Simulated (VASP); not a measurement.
Here is a VASP 6.6.1 calculation.

File INCAR:

```
ALGO     = Normal         # electronic algorithm
EDIFF    = 1E-6           # SCF threshold, eV
ENCUT    = 520            # plane-wave cutoff, eV
GGA      = PE             # functional
ISIF     = 2              # what is computed and relaxed
ISMEAR   = -1             # smearing method
LASPH    = T              # aspherical terms in the spheres
LCHARG   = F              # write CHGCAR
LREAL    = Auto         
LWAVE    = F              # write WAVECAR
NBANDS   = 94             # bands
NELM     = 100            # most SCF steps
PREC     = Accurate       # precision mode
SIGMA    = 0.0689         # smearing width, eV
```

KPOINTS

```
Automatic mesh
0
Gamma
  2 2 2
  0.5 0.5 0.5
```

File POSCAR:

```
PbS
1.0
    8.2822574736      0.0000000000      0.0000000000
    4.1411287368     -7.1788894331      0.0000000000
    4.1411287368      0.0000000000     -7.6100120583
Pb S
8 8
Direct
    0.7532216789      0.4643697373      0.4777444467
    0.7419166679     -0.0170499910      0.4998155024
    0.2520877777      0.4754555745      0.5512254078
    0.2189721650     -0.0090334307      0.5481591840
    0.4685921565      0.5079352501      0.0398644572
    0.5237452081      0.9830567897     -0.0172284878
    0.9942297986      0.5444729350      0.0030994695
    0.9882326550      1.0280740592      0.0409781217
    0.5535158427      0.1789009306      0.2661676466
    0.4906389679      0.6909699677      0.2858945536
    0.0597025853      0.1644929917      0.2484038114
   -0.0158917210      0.6859983074      0.2887502652
    0.4423833129      0.8586521714      0.7736707846
    0.4368726291      0.3372726412      0.7815642018
    0.9426827785      0.8565457175      0.7771058646
    0.8982875780      0.3739980989      0.7962574768
```

Potentials or basis: VASP PAW PBE potentials, release 64 (Pb_d, S).

The run is started by

```sh
$ cat potpaw_PBE.64/Pb_d/POTCAR potpaw_PBE.64/S/POTCAR > POTCAR
$ mpirun -np 1 vasp_std > vasp.out
```

Problem. Estimate the pressure.

Solution. 0.0 GPa.

Problem. Predict the band gap on the k mesh.

Solution. 1.04 eV, indirect (least direct gap 1.41 eV).

Problem. What does it give for the largest force?

Solution. 0.904 eV/Å.

Stress tensor (GPa, compression positive):
```
 0.62 -0.10  0.09
-0.10  0.06  0.49
 0.09  0.49 -0.82
```

Caveat: spin-orbit coupling is left out, which moves the levels of the heavy elements. A k mesh can miss the band edges.
